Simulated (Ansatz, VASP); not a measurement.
## TaN in VASP and in Ansatz

```
Ta N
1.0
     0.00000    2.21132    2.21132
     2.21132    0.00000    2.21132
     2.21132    2.21132    0.00000
Ta N
1 1
Direct
  0.50000 0.50000 0.50000
  0.00000 0.00000 0.00000
```

Alike in both runs: functional r2SCAN; k mesh 10 × 10 × 10; occupations fermi-dirac, width 0.05 eV; no spin polarisation; Hubbard terms Ta d U = 3.0 eV.

|  | VASP | Ansatz |
| --- | --- | --- |
| version | VASP 6.6.1 | Ansatz 0.2.0 |
| potentials or method | VASP PAW PBE potentials, release 64 (Ta_sv_GW, N) | Ansatz PAW |
| plane-wave cutoff (eV) | 660 | 500 |
| valence electrons in the cell | 18 | 18 |
| task | single point | projected density of states |

```csv
,VASP,Ansatz,Ansatz less VASP
gap on the k mesh at the Fermi level (eV),none,none,-
pressure (GPa),2.6,-3.4,-5.98
```

VASP's potentials were made for PBE, not for r2SCAN. The programs project onto different local orbitals, so the same U acts differently, and such runs can settle in different states. A gap of «none» marks a metal or a gap that the smearing closes.

Neither program's run includes spin-orbit coupling.
